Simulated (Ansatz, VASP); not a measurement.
LiCl in VASP and in Ansatz

POSCAR

```
LiCl
1.0
    0.0000000000      2.7330425439      2.7330425439
    2.7330425439      0.0000000000      2.7330425439
    2.7330425439      2.7330425439      0.0000000000
Li Cl
1 1
Direct
    0.0000000000      0.0000000000      0.0000000000
    0.2500000000      0.2500000000      0.2500000000
```

The input INCAR.step1:

```
SYSTEM = LiCl
ALGO = Normal
EDIFF = 1E-5
ENCUT = 520
GGA = PE
ISIF = 2
ISMEAR = 0
LASPH = .True.
LREAL = .False.
LWAVE = .True.
NBANDS = 12
NELM = 60
PREC = Accurate
SIGMA = 0.01
```

Contents of INCAR.step2:

```
SYSTEM = LiCl
AEXX = 0.2
ALGO = Normal
EDIFF = 1E-7
ENCUT = 520
GGA = PE
HFSCREEN = 0.3
ISIF = 2
ISMEAR = 0
ISTART = 1
LASPH = .True.
LCHARG = .True.
LELF = .True.
LHFCALC = .True.
LREAL = .False.
LVHAR = .True.
LWAVE = .False.
NBANDS = 12
NELM = 60
PREC = Accurate
PRECFOCK = Normal
SIGMA = 0.01
```

KPOINTS

```
k-points
0
Gamma
  4 4 4
  0 0 0
```

Input for Ansatz:

```yaml
crystal:
  lattice:
    - [0.0, 2.7330425439, 2.7330425439]
    - [2.7330425439, 0.0, 2.7330425439]
    - [2.7330425439, 2.7330425439, 0.0]
  atoms:
    - { symbol: Li, position: [0.0, 0.0, 0.0] }
    - { symbol: Cl, position: [0.25, 0.25, 0.25] }
kpoints:
  mp_grid: { grid: [4, 4, 4] }
hamiltonian:
  xc: { exchange: pbe, correlation: pbe, exx: { coeff: 0.2, omega: 0.3 } }
scf:
  occupations: { method: fixed }
  n_extra_bands: 4
output:
  forces: true
  stress: true
  eigenvalues: true
```

Alike in both runs: task single point; functional PBE-based screened hybrid with a share of 0.2 of exact exchange and HFSCREEN = 0.3; k mesh 4 × 4 × 4; no spin polarisation.

```csv
,VASP,Ansatz
version,VASP 6.6.1,Ansatz 0.2.0
potentials or method,"VASP PAW PBE potentials, release 64 (Li_sv, Cl)",plane waves
plane-wave cutoff (eV),520,420
occupations,"gaussian, width 0.01 eV",fixed
valence electrons in the cell,10,10
```

|  | VASP | Ansatz | Ansatz less VASP |
| --- | --- | --- | --- |
| gap on the k mesh at the Fermi level (eV) | 6.92 | 6.92 | -0.001 |

VASP's potentials were made for PBE, not for PBE-based screened hybrid. Ansatz's warnings: stress exchange threshold loose, stress scf threshold loose.

The k mesh is coarse, so the values compare programs but aren't converged. Noted on VASP's run: the cutoff is under 1.25 times that of the potentials, so the pressure is a little rough.
